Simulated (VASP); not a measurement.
Input of a VASP 6.6.1 run:

File INCAR:

```
ALGO = Fast ; EDIFF = 1E-6
ENCUT = 520 ; GGA = CA
ISIF = 2 ; ISMEAR = 0
LASPH = True ; LCHARG = False
LREAL = False ; LWAVE = False
NBANDS = 11 ; NELM = 60
PREC = Accurate ; SIGMA = 0.15
```

The input KPOINTS:

```
k-points
0
Gamma
  22 22 22
```

File POSCAR:

```
Pt
1.0
   -1.5842200000      1.5842200000      1.6079833000
    1.5842200000     -1.5842200000      1.6079833000
    1.5842200000      1.5842200000     -1.6079833000
Pt
1
Direct
    0.0000000000      0.0000000000      0.0000000000
```

Potentials or basis: VASP PAW LDA potentials, release 64 (Pt).

The run is started by

```sh
$ cat potpaw_LDA.64/Pt/POTCAR > POTCAR
$ mpirun -np 1 vasp_std > vasp.out
```

Question: Predict the pressure.

Answer: -18.3 GPa.

Question: What does it give for the band gap on the k mesh?

Answer: Zero (bands 5 and 6 overlap by 2.03 eV).

Stress tensor (GPa, compression positive):
```
-18.73   0.00   0.00
  0.00 -18.73   0.00
  0.00   0.00 -17.36
```

Caveat: the cell differs from its parent crystal (strain +0.000 along x and y, +0.015 along z); the cell stands under tension; spin-orbit coupling is left out, which moves the levels of the heavy elements.
